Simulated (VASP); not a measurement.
Set up this calculation in VASP 6.6.1, as the native input.

* Task: single point
* Functional: PBE
* Potentials or basis: VASP PAW PBE potentials, release 64 (Be, Zn, O)
* Cutoff: 520 eV
* k mesh: 6 × 6 × 6
* Occupations: gaussian, width 0.02 eV
* Spin: no spin polarisation
* Dipole correction: no
* Further INCAR settings: ALGO = Normal; EDIFF = 1e-06; NBANDS = 56

The structure of BeZn2O3 lies in POSCAR:

```
BeZn2O3
1.0
    4.6877544488     -2.7020247857      0.0000000000
    4.6877544488      2.7020247857      0.0000000000
    0.0000000000      0.0000000000      4.9762035200
Be Zn O
2 4 6
Direct
    0.8447270661      0.1552729339      0.9985286437
    0.1552729339      0.8447270661      0.4985286437
    0.4849683196      0.8348448867     -0.0002473825
    0.8348448867      0.4849683196      0.4997526175
    0.5150316804      0.1651551133      0.4997526175
    0.1651551133      0.5150316804     -0.0002473825
    0.8340269256      0.4589717026      0.0932974843
    0.5410282974      0.1659730744      0.0932974843
    0.1219740276      0.8780259724      0.1561711524
    0.4589717026      0.8340269256      0.5932974843
    0.1659730744      0.5410282974      0.5932974843
    0.8780259724      0.1219740276      0.6561711524
```

One way to write it, as run:

INCAR

```
ALGO = Normal
EDIFF = 1E-6
ENCUT = 520
GGA = PE
ISIF = 2
ISMEAR = 0
LASPH = T
LCHARG = F
LREAL = F
LWAVE = F
NBANDS = 56
NELM = 80
PREC = Accurate
SIGMA = 0.02
```

KPOINTS

```
k-points
0
Gamma
  6 6 6
```

Potentials or basis: VASP PAW PBE potentials, release 64 (Be, Zn, O).

The run is started by

```console
$ cat potpaw_PBE.64/Be/POTCAR potpaw_PBE.64/Zn/POTCAR potpaw_PBE.64/O/POTCAR > POTCAR
$ mpirun -np 1 vasp_std > vasp.out
```

Results of the run:

The pressure is -3.5 GPa, the largest force is 0.054 eV/Å and the band gap on the k mesh is 1.97 eV.

Caveat: the cell stands under tension.

It took 3.6 min on 1 thread of Intel(R) Xeon(R) 6975P-C (Granite Rapids), with other jobs on the host, peak memory 0.41 GiB.
